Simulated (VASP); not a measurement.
Wanted: the native input for a VASP 6.6.1 run.

```
Task                   : single point
Functional             : PBE
Potentials or basis    : VASP PAW PBE potentials, release 64 (Mg, O)
Cutoff                 : 520 eV
k mesh                 : 4 × 4 × 2
Occupations            : gaussian, width 0.1 eV
Spin                   : no spin polarisation
Dipole correction      : no
Further INCAR settings : ALGO = Normal; EDIFF = 1e-06; NBANDS = 26
```

The structure of MgO lies in POSCAR:

```
MgO
1.0
   -1.6575392538      2.8709422032      0.0000000000
    0.0000000000      0.0000000000      5.1182377532
    4.9726177615      2.8709422032      0.0000000000
Mg O
4 4
Direct
    0.5000000000      0.0061939067      0.1666666667
    1.0000000000      0.0061939067      0.6666666667
    1.0000000000      0.5061939067      0.3333333333
    0.5000000000      0.5061939067      0.8333333333
    0.5000000000      0.3984060833      0.1666666667
    1.0000000000      0.3984060833      0.6666666667
    1.0000000000      0.8984060833      0.3333333333
    0.5000000000      0.8984060833      0.8333333333
```

These files were run (other wordings do the same):

INCAR

```
SYSTEM = MgO
ALGO = Normal ; EDIFF = 1E-6
ENCUT = 520 ; GGA = PE
ISIF = 2 ; ISMEAR = 0
LASPH = .True. ; LCHARG = .False.
LREAL = .False. ; LWAVE = .False.
NBANDS = 26 ; NELM = 80
PREC = Accurate ; SIGMA = 0.1
```

KPOINTS

```
k-points
0
Gamma
  4 4 2
  0 0 0
```

Potentials or basis: VASP PAW PBE potentials, release 64 (Mg, O).

Run with:

```sh
$ cat potpaw_PBE.64/Mg/POTCAR potpaw_PBE.64/O/POTCAR > POTCAR
$ mpirun -np 1 vasp_std > vasp.out
```

It gave:

| Item | Value |
| --- | --- |
| Pressure | -0.4 GPa |
| Band gap on the k mesh | 3.39 eV |

Caveat: the k points lie up to 0.55 Å⁻¹ apart.

Run time: 120 s on 1 thread of Intel Xeon 8259CL, with other jobs on the host, peak memory 0.23 GiB.
